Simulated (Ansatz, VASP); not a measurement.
## One calculation of InSb, two programs

INCAR

```
SYSTEM = InSb
PREC = Accurate
ENCUT = 520
EDIFF = 1E-6
ISMEAR = 0
SIGMA = 0.15
LREAL = .FALSE.
LASPH = .TRUE.
NELM = 80
ALGO = Normal
ISIF = 2
LWAVE = .FALSE.
LCHARG = .TRUE.
GGA = PE
LELF = .TRUE.
LVHAR = .TRUE.
NBANDS = 16
```

Contents of KPOINTS:

```
Automatic mesh
0
G
  14 14 14
  0 0 0
```

The input POSCAR:

```
InSb
1.0
    0.0000000000      3.0402251205      3.2302391905
    3.0402251205      0.0000000000      3.2302391905
    3.0402251205      3.0402251205      0.0000000000
In Sb
1 1
Direct
    0.0000000000      0.0000000000      0.0000000000
    0.5000000000      0.5000000000      0.5000000000
```

Input for Ansatz:

```yaml
crystal:
  lattice:
    - [0.0, 3.0402251205, 3.2302391905]
    - [3.0402251205, 0.0, 3.2302391905]
    - [3.0402251205, 3.0402251205, 0.0]
  atoms:
    - { symbol: In, position: [0.0, 0.0, 0.0] }
    - { symbol: Sb, position: [0.5, 0.5, 0.5] }
basis:
  ecutwfc: 420
kpoints:
  mp_grid: { grid: [14, 14, 14] }
hamiltonian:
  xc: pbe
  pseudopotentials: { kind: paw, azcp: { folder: soft_1 } }
scf:
  occupations: { method: gaussian, width: 0.15 }
output:
  forces: true
  stress: true
  eigenvalues: true
  write_density: true
  write_potential: true
  elf: true
  volumetric_format: npy
```

Alike in both runs: task single point; functional PBE; k mesh 14 × 14 × 14; occupations gaussian, width 0.15 eV; no spin polarisation.

```csv
,VASP,Ansatz
version,VASP 6.6.1,Ansatz 0.2.0
potentials or method,"VASP PAW PBE potentials, release 64 (In_d, Sb), cutoff 520 eV","scalar-relativistic, plane waves, PAW"
valence electrons in the cell,18,28
```

```tsv
	VASP	Ansatz	Ansatz less VASP
gap on the k mesh at the Fermi level (eV)	none	none	-
pressure (GPa)	-0.9	-0.8	+0.04
traceless stress, the component that is largest in VASP (GPa)	-2.39	-2.39	-0.004
```

A gap of «none» marks a metal or a gap that the smearing closes. The functional is the same, so the differences come from potentials, cutoffs and numerics. VASP's potentials hold 18 valence electrons a cell and Ansatz's 28, so a difference there can come from the potentials and not from the codes.

Spin-orbit coupling is off throughout.
